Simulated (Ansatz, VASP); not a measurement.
# One calculation of Ga, two programs

INCAR

```
  ALGO = Normal
  EDIFF = 1E-6
  EDIFFG = -0.005
  ENCUT = 600
  IBRION = 2
  ISIF = 3
  ISMEAR = -1
  LASPH = True
  LCHARG = False
  LREAL = False
  LWAVE = False
  NELM = 80
  NSW = 60
  PREC = Accurate
  SIGMA = 0.08
```

Contents of KPOINTS:

```
k-points
0
Gamma
  17 17 17
```

The input POSCAR:

```
Ga
1.0
   -1.6809877034      1.6809877034      1.6809877034
    1.6809877034     -1.6809877034      1.6809877034
    1.6809877034      1.6809877034     -1.6809877034
Ga
1
Direct
    0.0000000000      0.0000000000      0.0000000000
```

Input for Ansatz:

```yaml
crystal:
  lattice:
    - [-1.6809877034, 1.6809877034, 1.6809877034]
    - [1.6809877034, -1.6809877034, 1.6809877034]
    - [1.6809877034, 1.6809877034, -1.6809877034]
  atoms:
    - { symbol: Ga, position: [0.0, 0.0, 0.0] }
kpoints:
  mp_grid: { grid: [17, 17, 17] }
scf:
  occupations: { method: fermi_dirac, width: 0.08 }
hamiltonian:
  xc: lda
  pseudopotentials: { kind: paw }
output:
  forces: true
  stress: true
relax:
  f_tol: 0.005
  max_steps: 40
  cell: {}
```

Alike in both runs: task relaxation of cell and atoms; functional LDA; k mesh 17 × 17 × 17; occupations fermi-dirac, width 0.08 eV; no spin polarisation.

|  | VASP | Ansatz |
| --- | --- | --- |
| version | VASP 6.6.1 | Ansatz 0.2.0 |
| potentials or method | VASP PAW LDA potentials, release 64 (Ga_d) | PAW with Ansatz's default frozen-core files, scalar-relativistic |
| plane-wave cutoff (eV) | 600 | 420 |
| valence electrons in the cell | 13 | 13 |

Ansatz gave:

* relaxed volume (Å³/atom): 17.41
* relaxed cell length with the largest relative difference (Å): 2.828

Problem. Estimate VASP's values.

Solution. Relaxed volume (Å³/atom): 17.46; relaxed cell length with the largest relative difference (Å): 2.830.

LDA's correlation is that of Perdew and Zunger in VASP and of Perdew and Wang (1992) in Ansatz.
